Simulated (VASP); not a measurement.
# BaMg2Sb2 (P-3m1) in VASP: a series of runs, part 2 of 2

VASP 6.6.1.

## Step 4: Single point, LDA

This run uses another cell than the first one, of 28.25 Å³/atom, 1.062 times its volume.

INCAR reads:

```
PREC     = Accurate       # precision mode
ENCUT    = 520            # plane-wave cutoff, eV
EDIFF    = 1E-7           # SCF threshold, eV
ISMEAR   = 0              # smearing method
SIGMA    = 0.01           # smearing width, eV
LREAL    = F              # projectors in reciprocal space
LASPH    = T              # aspherical terms in the spheres
NELM     = 80             # most SCF steps
ALGO     = Normal         # electronic algorithm
ISIF     = 2              # what is computed and relaxed
LWAVE    = F              # write WAVECAR
LCHARG   = F              # write CHGCAR
GGA      = CA             # functional
NBANDS   = 20             # bands
```

KPOINTS reads:

```
regular mesh
0
Gamma
  6 6 2
```

POSCAR reads:

```
BaMg2Sb2
1.0
    4.5919955148      0.0000000000      0.0000000000
   -2.2959977574      3.9767847698      0.0000000000
    0.0000000000      0.0000000000      7.7352529029
Ba Mg Sb
1 2 2
Direct
    0.0000000000      0.0000000000      0.0000000000
    0.3333333333      0.6666666667      0.6255122395
    0.6666666667      0.3333333333      0.3744877605
    0.3333333333      0.6666666667      0.2623677902
    0.6666666667      0.3333333333      0.7376322098
```

Potentials or basis: VASP PAW LDA potentials, release 64 (Ba_sv, Mg, Sb).

Command:

```bash
> cat potpaw_LDA.64/Ba_sv/POTCAR potpaw_LDA.64/Mg/POTCAR potpaw_LDA.64/Sb/POTCAR > POTCAR
> mpirun -np 1 vasp_std > vasp.out
```

OUTCAR:

```text
PREC = Accurate
   ENCUT = 520
   EDIFF = 1E-7
   ISMEAR = 0
   LREAL = F
   LASPH = T
   NELM = 80
   ISIF = 2
   GGA = CA

 ion  position               nearest neighbor table
   1  0.000  0.000  0.000-   4 3.34   5 3.34   4 3.34   5 3.34   5 3.34   4 3.34   2 3.93   3 3.93
                             2 3.93   3 3.93   2 3.93   3 3.93
   2  0.333  0.667  0.626-   5 2.79   5 2.79   5 2.79   4 2.81   3 3.29   3 3.29   3 3.29   1 3.93
                             1 3.93   1 3.93
   3  0.667  0.333  0.374-   4 2.79   4 2.79   4 2.79   5 2.81   2 3.29   2 3.29   2 3.29   1 3.93
                             1 3.93   1 3.93
   4  0.333  0.667  0.262-   3 2.79   3 2.79   3 2.79   2 2.81   1 3.34   1 3.34   1 3.34
   5  0.667  0.333  0.738-   2 2.79   2 2.79   2 2.79   3 2.81   1 3.34   1 3.34   1 3.34

  LATTYP: Found a hexagonal cell.
 ALAT       =     4.5919955148
 C/A-ratio  =     1.6845079395

  Lattice vectors:

 A1 = (   4.5919955148,   0.0000000000,   0.0000000000)
 A2 = (  -2.2959977574,   3.9767847698,   0.0000000000)
 A3 = (   0.0000000000,   0.0000000000,   7.7352529029)

Analysis of symmetry for initial positions (statically):
=====================================================================
 Subroutine PRICEL returns:
 Original cell was already a primitive cell.

 Routine SETGRP: Setting up the symmetry group for a
 hexagonal supercell.

 Subroutine GETGRP returns: Found 12 space group operations
 (whereof 12 operations were pure point group operations)
 out of a pool of 24 trial point group operations.

The static configuration has the point symmetry D_3d.

Analysis of symmetry for dynamics (positions and initial velocities):
=====================================================================
 Subroutine PRICEL returns:
 Original cell was already a primitive cell.

 Routine SETGRP: Setting up the symmetry group for a
 hexagonal supercell.

 Subroutine GETGRP returns: Found 12 space group operations
 (whereof 12 operations were pure point group operations)
 out of a pool of 24 trial point group operations.

The dynamic configuration has the point symmetry D_3d.

 Subroutine INISYM returns: Found 12 space group operations
 (whereof 12 operations are pure point group operations),
 and found     1 'primitive' translations

----------------------------------------------------------------------------------------

                                     Primitive cell

  volume of cell :     141.2564

  direct lattice vectors                    reciprocal lattice vectors
     4.591995515  0.000000000  0.000000000     0.217770248  0.125729711  0.000000000
    -2.295997757  3.976784770  0.000000000     0.000000000  0.251459422  0.000000000
     0.000000000  0.000000000  7.735252903     0.000000000  0.000000000  0.129278255

  length of vectors
     4.591995515  4.591995515  7.735252903     0.251459422  0.251459422  0.129278255

  position of ions in fractional coordinates (direct lattice)
     0.000000000  0.000000000  0.000000000
     0.333333333  0.666666667  0.625512239
     0.666666667  0.333333333  0.374487761
     0.333333333  0.666666667  0.262367790
[... 40 lines left out ...]
  0.333333  0.000000  0.000000      6.000000
  0.500000  0.000000  0.000000      3.000000
  0.166667  0.166667  0.000000      6.000000
  0.333333  0.166667  0.000000     12.000000
  0.333333  0.333333  0.000000      2.000000
  0.000000  0.000000  0.500000      1.000000
  0.166667  0.000000  0.500000      6.000000
  0.333333  0.000000  0.500000      6.000000
  0.500000  0.000000  0.500000      3.000000
  0.166667  0.166667  0.500000      6.000000
  0.333333  0.166667  0.500000     12.000000
  0.333333  0.333333  0.500000      2.000000
   k-points           NKPTS =     14   k-points in BZ     NKDIM =     14   number of bands    NBANDS=     20
   number of dos      NEDOS =    301   number of ions     NIONS =      5
   total plane-waves  NPLWV =  77760
   dimension x,y,z NGX =    36 NGY =   36 NGZ =   60
   dimension x,y,z NGXF=    72 NGYF=   72 NGZF=  120
   ions per type =               1   2   2
   NGX,Y,Z   is equivalent  to a cutoff of  13.03, 13.03, 12.90 a.u.
   NGXF,Y,Z  is equivalent  to a cutoff of  26.07, 26.07, 25.79 a.u.
 SYSTEM =  unknown system
   PREC   = accura    normal or accurate (medium, high low for compatibility)
   ISTART =      0    job   : 0-new  1-cont  2-samecut
   ICHARG =      2    charge: 1-file 2-atom 10-const
   ISPIN  =      1    spin polarized calculation?
   LNONCOLLINEAR =      F non collinear calculations
   LSORBIT =      F    spin-orbit coupling
   LASPH  =      T    aspherical Exc in radial PAW
   ENCUT  =  520.0 eV  38.22 Ry    6.18 a.u.   8.54  8.54 14.38*2*pi/ulx,y,z
   NELM   =     80;   NELMIN=  2; NELMDL= -5     # of ELM steps
   EDIFF  = 0.1E-06   stopping-criterion for ELM
   LREAL  =      F    real-space projection
   EDIFFG = 0.1E-05   stopping-criterion for IOM
   NSW    =      0    number of steps for IOM
   IBRION =     -1    ionic relax: 0-MD 1-quasi-New 2-CG
   NFREE  =      0    steps in history (QN), initial steepest desc. (CG)
   ISIF   =      2    stress and relaxation
   ISYM   =      2    0-nonsym 1-usesym 2-fastsym
   POTIM  = 0.5000    time-step for ionic-motion
   TEBEG  =    0.0;   TEEND  =   0.0 temperature during run
   PSTRESS=    0.0 pullay stress
   NELECT =      24.0000    total number of electrons
   NUPDOWN=      -1.0000    fix difference up-down
   EMIN   =  10.00;   EMAX   =-10.00  energy-range for DOS
   EFERMI =   0.00;   METHOD = LEGACY
   ISMEAR =     0;   SIGMA  =   0.01  broadening in eV -4-tet -1-fermi 0-gaus
   EFERMI_NEDOS =   21; number of points for ismear=-14 and -15
   IALGO  =     38    algorithm
   IMIX   =      4    mixing-type and parameters
     AMIX     =   0.40;   BMIX     =  1.00
     AMIX_MAG =   1.60;   BMIX_MAG =  1.00
  volume/ion in A,a.u.               =      28.25       190.65
  Fermi-wavevector in a.u.,A,eV,Ry     =   0.906726  1.713463 11.186048  0.822151
  Thomas-Fermi vector in A             =   2.030448
   LORBIT       =      0    0 simple, 1 ext, 2 COOP (PROOUT), +10 PAW based schemes
   GGA     = CA    functional components
   LHFCALC =     F    Hartree Fock is set to
   AEXX    =    0.0000 exact exchange contribution
   IVDW    =     0    specifies the selected vdW correction
   LEPSILON=     F    determine dielectric tensor
   LRPA    =     F    only Hartree local field effects (RPA)
 non-spin polarized calculation
 Gauss-broadening in eV      SIGMA  =   0.01
  energy-cutoff  :      520.00
  volume of cell :      141.26
 maximum number of plane-waves:      3851
 NGX is ok and might be reduce to    36
   NGX = 17   NGY = 17   NGZ = 29

 number of electron      23.9999999 magnetization

 Free energy of the ion-electron system (eV)
  ---------------------------------------------------
  ext. energy  EPLUGINS =         0.00000000
  ---------------------------------------------------
  free energy    TOTEN  =       -19.37002747 eV

  energy without entropy =      -19.37002747  energy(sigma->0) =      -19.37002747

 E-fermi :   4.2550     XC(G=0):  -9.2407

 val. band max:        4.1654915871   @ k =   0.0000   0.0000   0.0000
 cond. band min:       4.7774029819   @ k =   0.5000   0.0000   0.0000
 fundamental gap:      0.6119113948
 Fermi energy:         4.2550162935

 k-point     1 :       0.0000    0.0000    0.0000
  band No.  band energies     occupation
      1     -23.1831      2.00000
      2      -8.8352      2.00000
      3      -8.3835      2.00000
      4      -8.3835      2.00000
      5      -5.5657      2.00000
      6      -4.1635      2.00000
[... 311 lines left out ...]
     19       9.7291      0.00000
     20       9.7291      0.00000

------------------------ aborting loop because EDIFF is reached ----------------------------------------

  FORCE on cell =-STRESS in cart. coord.  units (eV):
  Direction    XX          YY          ZZ          XY          YZ          ZX
  --------------------------------------------------------------------------------------
  -------------------------------------------------------------------------------------
  Total        3.8599362      3.8599362      3.7928738      0.0000000     -0.0000000      0.0000000
  in kB       43.7806949     43.7806949     43.0200506      0.0000000     -0.0000000      0.0000000
  external PRESSURE =      43.5271468 kB  Pullay stress =       0.0000000 kB

 VOLUME and BASIS-vectors are now :
 -----------------------------------------------------------------------------
  energy-cutoff  :      520.00
  volume of cell :      141.26
      direct lattice vectors                 reciprocal lattice vectors
     4.591995515  0.000000000  0.000000000     0.217770248  0.125729711  0.000000000
    -2.295997757  3.976784770  0.000000000     0.000000000  0.251459422  0.000000000
     0.000000000  0.000000000  7.735252903     0.000000000  0.000000000  0.129278255

 POSITION                                       TOTAL-FORCE (eV/Angst)
 -----------------------------------------------------------------------------------
      0.00000      0.00000      0.00000        -0.000000      0.000000      0.000000
     -0.00000      2.65119      4.83850        -0.000000      0.000000      0.005484
      2.29600      1.32559      2.89676        -0.000000     -0.000000     -0.005484
     -0.00000      2.65119      2.02948        -0.000000      0.000000      0.049301
      2.29600      1.32559      5.70577         0.000000     -0.000000     -0.049301
 -----------------------------------------------------------------------------------
    total drift:                                0.000000      0.000000     -0.000000

  FREE ENERGIE OF THE ION-ELECTRON SYSTEM (eV)
  ---------------------------------------------------
  free  energy   TOTEN  =       -19.3700274683 eV

  energy  without entropy=      -19.3700274683  energy(sigma->0) =      -19.37002747
```

Wall time 21 s (1 thread of Intel Xeon 6975P-C (Granite Rapids), shared host); peak memory 0.24 GiB.

What came out:

```yaml
Free_energy: -19.3700 eV
Pressure: 4.4 GPa
Largest_force: 0.049 eV/Å
Band_gap_on_the_k_mesh: 0.61 eV, indirect (least direct gap 1.37 eV)
```

Forces on the atoms (eV/Å):
```
Ba   0.000  0.000  0.000
Mg   0.000  0.000  0.005
Mg   0.000  0.000 -0.005
Sb   0.000  0.000  0.049
Sb   0.000  0.000 -0.049
```

Caveat: spin-orbit coupling is left out, which moves the levels of the heavy elements.

## Step 5: Single point, LDA

This run uses another cell than the first one, of 29.30 Å³/atom, 1.102 times its volume.

INCAR reads:

```
SYSTEM = BaMg2Sb2
ALGO     = Normal         ! electronic algorithm
EDIFF    = 1E-7           ! SCF threshold, eV
ENCUT    = 520            ! plane-wave cutoff, eV
GGA      = CA             ! functional
ISIF     = 2              ! what is computed and relaxed
ISMEAR   = 0              ! smearing method
LASPH    = .True.         ! aspherical terms in the spheres
LCHARG   = .True.         ! write CHGCAR
LELF     = .True.         ! ELF
LREAL    = .False.        ! projectors in reciprocal space
LVHAR    = .True.       
LWAVE    = .False.        ! write WAVECAR
NBANDS   = 20             ! bands
NELM     = 60             ! most SCF steps
PREC     = Accurate       ! precision mode
SIGMA    = 0.01           ! smearing width, eV
```

KPOINTS reads:

```
k-points
0
Gamma
  6 6 2
  0 0 0
```

POSCAR reads:

```
BaMg2Sb2
1.0
    4.6452183949      0.0000000000      0.0000000000
   -2.3226091975      4.0228771361      0.0000000000
    0.0000000000      0.0000000000      7.8398702748
Ba Mg Sb
1 2 2
Direct
    0.0000000000      0.0000000000      0.0000000000
    0.3333333333      0.6666666667      0.6252401610
    0.6666666667      0.3333333333      0.3747598390
    0.3333333333      0.6666666667      0.2635485428
    0.6666666667      0.3333333333      0.7364514572
```

Command:

```bash
> cat potpaw_LDA.64/Ba_sv/POTCAR potpaw_LDA.64/Mg/POTCAR potpaw_LDA.64/Sb/POTCAR > POTCAR
> mpirun -np 1 vasp_std > vasp.out
```

Wall time 21 s (1 thread of Intel Xeon 6975P-C (Granite Rapids), shared host); peak memory 0.24 GiB.

It converged, with:

| Property | Result |
| --- | --- |
| Free energy | -19.4786 eV |
| Pressure | 2.3 GPa |
| Largest force | 0.047 eV/Å |
| Band gap on the k mesh | 0.67 eV, indirect (least direct gap 1.44 eV) |

Forces on the atoms (eV/Å):
```
Ba   0.000  0.000  0.000
Mg   0.000  0.000  0.008
Mg   0.000  0.000 -0.008
Sb   0.000  0.000  0.047
Sb   0.000  0.000 -0.047
```

Levels at points of the mesh, in eV from the valence-band top:
```csv
k point,band 10,band 11,band 12,band 13,band 14,band 15
"(0.00, 0.00, 0.00)",-0.01,-0.01,0.00,1.65,1.66,2.25
"(0.50, 0.00, 0.00)",-1.61,-1.42,-1.22,0.67,2.80,3.19
"(0.00, 0.00, 0.50)",-0.83,-0.57,-0.57,1.51,2.36,2.36
"(0.50, 0.00, 0.50)",-1.84,-0.59,-0.58,0.86,1.67,2.80
```

Caveat: spin-orbit coupling is left out, which moves the levels of the heavy elements. A k mesh can miss the band edges.

## Step 6: Single point, LDA

This run uses another cell than the first one, of 30.58 Å³/atom, 1.150 times its volume.

INCAR reads:

```
SYSTEM = BaMg2Sb2
PREC = Accurate ; ENCUT = 520
EDIFF = 1E-7 ; ISMEAR = 0
SIGMA = 0.01 ; LREAL = .False.
LASPH = .True. ; NELM = 80
ALGO = Normal ; ISIF = 2
LWAVE = .False. ; LCHARG = .True.
GGA = CA ; LELF = .True.
LVHAR = .True. ; NBANDS = 20
```

KPOINTS reads:

```
regular mesh
0
Gamma
  6 6 2
  0 0 0
```

POSCAR reads:

```
BaMg2Sb2
1.0
    4.7082582290      0.0000000000      0.0000000000
   -2.3541291145      4.0774712339      0.0000000000
    0.0000000000      0.0000000000      7.9646538155
Ba Mg Sb
1 2 2
Direct
    0.0000000000      0.0000000000      0.0000000000
    0.3333333333      0.6666666667      0.6248602666
    0.6666666667      0.3333333333      0.3751397334
    0.3333333333      0.6666666667      0.2654306284
    0.6666666667      0.3333333333      0.7345693716
```

Potentials or basis: VASP PAW LDA potentials, release 64 (Ba_sv, Mg, Sb).

Command:

```bash
> cat potpaw_LDA.64/Ba_sv/POTCAR potpaw_LDA.64/Mg/POTCAR potpaw_LDA.64/Sb/POTCAR > POTCAR
> mpirun -np 1 vasp_std > vasp.out
```

OUTCAR:

```text
SYSTEM = BaMg2Sb2
   PREC = Accurate
   ENCUT = 520
   EDIFF = 1E-7
   ISMEAR = 0
   LREAL = .False.
   LASPH = .True.
   NELM = 80
   ISIF = 2
   GGA = CA

 ion  position               nearest neighbor table
   1  0.000  0.000  0.000-   4 3.44   5 3.44   5 3.44   4 3.44   5 3.44   4 3.44   2 4.04   3 4.04
                             2 4.04   3 4.04   3 4.04   2 4.04
   2  0.333  0.667  0.625-   5 2.86   5 2.86   5 2.86   4 2.86   3 3.37   3 3.37   3 3.37   1 4.04
                             1 4.04   1 4.04
   3  0.667  0.333  0.375-   4 2.86   4 2.86   4 2.86   5 2.86   2 3.37   2 3.37   2 3.37   1 4.04
                             1 4.04   1 4.04
   4  0.333  0.667  0.265-   3 2.86   3 2.86   3 2.86   2 2.86   1 3.44   1 3.44   1 3.44
   5  0.667  0.333  0.735-   2 2.86   2 2.86   2 2.86   3 2.86   1 3.44   1 3.44   1 3.44

  LATTYP: Found a hexagonal cell.
 ALAT       =     4.7082582290
 C/A-ratio  =     1.6916348739

  Lattice vectors:

 A1 = (   4.7082582290,   0.0000000000,   0.0000000000)
 A2 = (  -2.3541291145,   4.0774712339,   0.0000000000)
 A3 = (   0.0000000000,   0.0000000000,   7.9646538155)

Analysis of symmetry for initial positions (statically):
=====================================================================
 Subroutine PRICEL returns:
[... 172 lines left out ...]
 Fermi energy:         3.6138207169

 k-point     1 :       0.0000    0.0000    0.0000
  band No.  band energies     occupation
      1     -23.9684      2.00000
      2      -9.4558      2.00000
      3      -9.1504      2.00000
      4      -9.1504      2.00000
      5      -5.8620      2.00000
      6      -4.7163      2.00000
[... 311 lines left out ...]
     19       8.8227      0.00000
     20       8.8227      0.00000

------------------------ aborting loop because EDIFF is reached ----------------------------------------

  FORCE on cell =-STRESS in cart. coord.  units (eV):
  Direction    XX          YY          ZZ          XY          YZ          ZX
  --------------------------------------------------------------------------------------
  -------------------------------------------------------------------------------------
  Total        0.2291496      0.2291496      0.2099411      0.0000000      0.0000000      0.0000000
  in kB        2.4011079      2.4011079      2.1998342      0.0000000      0.0000000      0.0000000
  external PRESSURE =       2.3340167 kB  Pullay stress =       0.0000000 kB

 VOLUME and BASIS-vectors are now :
 -----------------------------------------------------------------------------
  energy-cutoff  :      520.00
  volume of cell :      152.90
      direct lattice vectors                 reciprocal lattice vectors
     4.708258229  0.000000000  0.000000000     0.212392768  0.122625022  0.000000000
    -2.354129115  4.077471234  0.000000000     0.000000000  0.245250044  0.000000000
     0.000000000  0.000000000  7.964653816     0.000000000  0.000000000  0.125554735

 POSITION                                       TOTAL-FORCE (eV/Angst)
 -----------------------------------------------------------------------------------
      0.00000      0.00000      0.00000        -0.000000      0.000000      0.000000
     -0.00000      2.71831      4.97680        -0.000000      0.000000      0.013119
      2.35413      1.35916      2.98786        -0.000000     -0.000000     -0.013119
     -0.00000      2.71831      2.11406         0.000000      0.000000      0.021959
      2.35413      1.35916      5.85059         0.000000      0.000000     -0.021959
 -----------------------------------------------------------------------------------
    total drift:                               -0.000000     -0.000000      0.000000

  FREE ENERGIE OF THE ION-ELECTRON SYSTEM (eV)
  ---------------------------------------------------
  free  energy   TOTEN  =       -19.5283030392 eV

  energy  without entropy=      -19.5283030392  energy(sigma->0) =      -19.52830304
```

Wall time 20 s (1 thread of Intel Xeon 6975P-C (Granite Rapids), shared host); peak memory 0.24 GiB.

Results:

- Free energy: -19.5283 eV
- Pressure: 0.2 GPa
- Largest force: 0.022 eV/Å
- Band gap on the k mesh: 0.72 eV, indirect (least direct gap 1.49 eV)

Forces on the atoms (eV/Å):
```
Ba   0.000  0.000  0.000
Mg   0.000  0.000  0.013
Mg   0.000  0.000 -0.013
Sb   0.000  0.000  0.022
Sb   0.000  0.000 -0.022
```

Levels at points of the mesh, in eV from the valence-band top:
```tsv
k point	band 9	band 10	band 11	band 12	band 13	band 14	band 15	band 16
(0.00, 0.00, 0.00)	-1.08	-0.01	0.00	0.00	1.56	1.56	2.14	2.60
(0.50, 0.00, 0.00)	-1.65	-1.58	-1.37	-1.13	0.72	2.74	3.10	3.89
(0.00, 0.00, 0.50)	-0.74	-0.74	-0.55	-0.55	1.43	2.38	2.38	2.41
(0.50, 0.00, 0.50)	-1.90	-1.75	-0.59	-0.57	0.93	1.68	2.65	3.01
```

Caveat: spin-orbit coupling is left out, which moves the levels of the heavy elements. A k mesh can miss the band edges.

## Step 7: Overview

```tsv
cell	gap on the mesh (eV)	pressure (GPa)	largest force (eV/Å)
a = 4.507, b = 4.507, c = 7.561 Å, angles 90.0, 90.0, 120.0°, 5 atoms	0.51	8.5	0.06
a = 4.547, b = 4.547, c = 7.641 Å, angles 90.0, 90.0, 120.0°, 5 atoms	0.56	6.4	0.05
a = 4.592, b = 4.592, c = 7.735 Å, angles 90.0, 90.0, 120.0°, 5 atoms	0.61	4.4	0.05
a = 4.645, b = 4.645, c = 7.840 Å, angles 90.0, 90.0, 120.0°, 5 atoms	0.67	2.3	0.05
a = 4.708, b = 4.708, c = 7.965 Å, angles 90.0, 90.0, 120.0°, 5 atoms	0.72	0.2	0.02
```

Alike in all rows: task single point; level LDA; potentials or basis VASP PAW LDA potentials, release 64 (Ba_sv, Mg, Sb); no spin polarisation; k mesh 6 × 6 × 2; cutoff (eV) 520; smearing gaussian 0.01 eV.

Caveats: spin-orbit coupling is left out, which moves the levels of the heavy elements.

Total energies depend on the potentials used, so only differences within one code and one set of settings carry meaning.
